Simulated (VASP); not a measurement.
Wanted: the native input for a VASP 6.6.1 run.

| Property | Result |
| --- | --- |
| Task | single point |
| Functional | PBE |
| Potentials or basis | VASP PAW PBE potentials, release 64 (B, N) |
| Cutoff | 600 eV |
| k mesh | 12 × 12 × 6 |
| Occupations | gaussian, width 0.05 eV |
| Spin | collinear spin, ferrimagnetic start |
| Starting moments | [-0.5, 4.0, -2.0, -0.5] μB |
| Dipole correction | no |
| Further INCAR settings | ALGO = Normal; EDIFF = 1e-06; NBANDS = 20 |

The structure of BN lies in POSCAR:

```
BN
1.0
    2.5539396017      0.0000000000      0.0000000000
   -1.2769698009      2.2117765748      0.0000000000
    0.0000000000      0.0000000000      4.2268550000
B N
2 2
Direct
    0.6191802019      0.2383604037      0.9997240000
    0.3808197981      0.7616395963      0.4997240000
    0.7175307554      0.4350615108      0.6252760000
    0.2824692446      0.5649384892      0.1252760000
```

These files were run (other wordings do the same):

INCAR

```
SYSTEM = BN
PREC = Accurate
ENCUT = 600
EDIFF = 1E-6
ISMEAR = 0
SIGMA = 0.05
LREAL = .FALSE.
LASPH = .TRUE.
NELM = 200
ALGO = Normal
ISIF = 2
LWAVE = .FALSE.
LCHARG = .FALSE.
ISPIN = 2
MAGMOM = -0.5 4 -2 -0.5
LORBIT = 11
GGA = PE
NBANDS = 20
GGA_COMPAT = .FALSE.
```

KPOINTS

```
regular mesh
0
G
  12 12 6
  0 0 0
```

Potentials or basis: VASP PAW PBE potentials, release 64 (B, N).

Command:

```console
$ cat potpaw_PBE.64/B/POTCAR potpaw_PBE.64/N/POTCAR > POTCAR
$ mpirun -np 1 vasp_std > vasp.out
```

Results of the run:

The pressure is -1.1 GPa and the largest force is 2.352 eV/Å. The band gap on the k mesh is 3.91 eV (least direct gap 6.52 eV), the net moment is 0.00 μB per cell and the valence electrons inside the program's atomic spheres are B 1.98; N 3.93.

Caveat: the stress differs along the axes, from -20 to 11 GPa; forces of over 1 eV/Å act on the atoms, so gaps and moduli don't describe the material at rest.

Run time: 2.4 min on 1 thread of Oxide Virtual Turin-like Processor, on a shared host, peak memory 0.26 GiB.
